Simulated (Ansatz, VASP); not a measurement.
**One calculation of SiC, two programs**

```
Si C
1.0
     3.05638    0.00000    0.00000
    -1.52819    2.64691    0.00000
     0.00000    0.00000    5.01588
Si C
2 2
Direct
  0.33333 0.66667 0.00459
  0.66667 0.33333 0.50459
  0.33333 0.66667 0.38041
  0.66667 0.33333 0.88041
```

Alike in both runs: functional LDA; k mesh 10 × 10 × 6; no spin polarisation.

Ansatz relaxed the structure, and its values are those at the end. VASP's run is a single point on that final structure, the one shown.

|  | VASP | Ansatz |
| --- | --- | --- |
| version | VASP 6.6.1 | Ansatz 0.2.0 |
| potentials or method | VASP PAW LDA potentials, release 64 (Si, C) | scalar-relativistic, plane waves, PAW |
| plane-wave cutoff (eV) | 520 | 420 |
| occupations | gaussian, width 0.01 eV | fixed |
| valence electrons in the cell | 16 | 16 |

```tsv
	VASP	Ansatz	Ansatz less VASP
gap on the k mesh at the Fermi level (eV)	2.28	2.29	+0.016
least direct gap on the mesh (eV)	3.91	3.92	+0.010
pressure (GPa)	0.4	0.0	-0.40
```

LDA's correlation is that of Perdew and Zunger in VASP and of Perdew and Wang (1992) in Ansatz.
